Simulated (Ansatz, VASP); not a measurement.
# One calculation of Mg, two programs

The input POSCAR:

```
Mg
1.0
    0.0000000000      2.2649029606      2.2649029606
    2.2649029606      0.0000000000      2.2649029606
    2.2649029606      2.2649029606      0.0000000000
Mg
1
Direct
    0.0000000000      0.0000000000      0.0000000000
```

Contents of INCAR.step1:

```
SYSTEM = Mg
  ALGO = Normal
  EDIFF = 1E-4
  ENCUT = 600
  GGA = PE
  ISMEAR = -1
  LASPH = .True.
  LCHARG = .False.
  LREAL = .False.
  LWAVE = .True.
  NELM = 100
  PREC = Accurate
  SIGMA = 0.1
```

INCAR.step2

```
SYSTEM = Mg
  ALGO = Normal
  EDIFF = 1E-6
  EDIFFG = -0.01
  ENCUT = 600
  IBRION = 2
  ISIF = 3
  ISMEAR = -1
  ISTART = 1
  LASPH = .True.
  LCHARG = .False.
  LMIXTAU = .True.
  LREAL = .False.
  LWAVE = .False.
  METAGGA = R2SCAN
  NELM = 100
  NSW = 80
  PREC = Accurate
  SIGMA = 0.1
```

KPOINTS

```
k-points
0
Gamma
  12 12 12
  0 0 0
```

Input for Ansatz:

```yaml
crystal:
  lattice:
    - [0.0, 2.2649029606, 2.2649029606]
    - [2.2649029606, 0.0, 2.2649029606]
    - [2.2649029606, 2.2649029606, 0.0]
  atoms:
    - { symbol: Mg, position: [0.0, 0.0, 0.0] }
hamiltonian:
  xc: r2scan
  pseudopotentials:
    kind: paw
    azcp:
      Mg: "pseudopotentials/Mg.paw.azcp"
basis:
  ecutwfc: 500
  fft_grid_basis: typed
kpoints:
  mp_grid: { grid: [12, 12, 12], shift: [0, 0, 0] }
magnetization:
  spin_polarized: false
scf:
  occupations: { method: fermi_dirac, width: 0.1 }
relax:
  max_steps: 60
  f_tol: 0.01
  cell: {}
```

Alike in both runs: task relaxation of cell and atoms; functional r2SCAN; k mesh 12 × 12 × 12; occupations fermi-dirac, width 0.1 eV; no spin polarisation.

|  | VASP | Ansatz |
| --- | --- | --- |
| version | VASP 6.6.1 | Ansatz 0.2.0 |
| potentials or method | VASP PAW PBE potentials, release 64 (Mg), cutoff 600 eV | plane waves (500 eV) with PAW, scalar-relativistic |
| valence electrons in the cell | 2 | 10 |

Ansatz gave:

```
relaxed volume (Å³/atom)                                        : 22.71
relaxed length of the cell vector where the two differ most in proportion (Å) : 3.179
```

Question: Which values does VASP return?

Answer: Relaxed volume (Å³/atom): 22.58; relaxed length of the cell vector where the two differ most in proportion (Å): 3.173.

VASP's potentials were made for PBE, not for r2SCAN. VASP's potentials hold 2 valence electrons a cell and Ansatz's 10, so a difference there can come from the potentials and not from the codes.
